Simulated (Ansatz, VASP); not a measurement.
## Two plane-wave programs on BeTe

INCAR

```
SYSTEM = BeTe
ALGO = Normal
EDIFF = 1E-6
ENCUT = 600
GGA = PS
GGA_COMPAT = .FALSE.
ISIF = 2
ISMEAR = -1
LASPH = .TRUE.
LCHARG = .FALSE.
LREAL = .FALSE.
LWAVE = .FALSE.
NBANDS = 11
NELM = 120
PREC = Accurate
SIGMA = 0.01
```

The input KPOINTS:

```
k-points
0
G
  6 6 6
  0 0 0
```

Contents of POSCAR:

```
BeTe
1.0
    0.0000000000      2.7230417758      2.7230417758
    2.7230417758      0.0000000000      2.7230417758
    2.7230417758      2.7230417758      0.0000000000
Be Te
1 1
Direct
    0.0000000000      0.0000000000      0.0000000000
    0.2500000000      0.2500000000      0.2500000000
```

Input for Ansatz:

```yaml
crystal:
  lattice:
    - [0.0, 2.723041775801617, 2.723041775801617]
    - [2.723041775801617, 0.0, 2.723041775801617]
    - [2.723041775801617, 2.723041775801617, 0.0]
  atoms:
    - { symbol: Be, position: [0.0, 0.0, 0.0] }
    - { symbol: Te, position: [0.25, 0.25, 0.25] }
basis:
  ecutwfc: 500.0
kpoints:
  mp_grid:
    grid: [6, 6, 6]
hamiltonian:
  xc: pbesol
  pseudopotentials:
    kind: paw
scf:
  occupations:
    method: fermi_dirac
    width: 0.01
output:
  stress: true
```

Alike in both runs: task single point; functional PBEsol; k mesh 6 × 6 × 6; occupations fermi-dirac, width 0.01 eV; no spin polarisation.

|  | VASP | Ansatz |
| --- | --- | --- |
| version | VASP 6.6.1 | Ansatz 0.2.0 |
| potentials or method | VASP PAW PBE potentials, release 64 (Be, Te), cutoff 600 eV | plane waves, PAW |
| valence electrons in the cell | 8 | 18 |

|  | VASP | Ansatz | Ansatz less VASP |
| --- | --- | --- | --- |
| pressure (GPa) | 6.6 | 6.2 | -0.35 |

VASP's potentials were made for PBE, not for PBEsol. VASP's potentials hold 8 valence electrons a cell and Ansatz's 18, so a difference there can come from the potentials and not from the codes.

Spin-orbit coupling is off throughout.
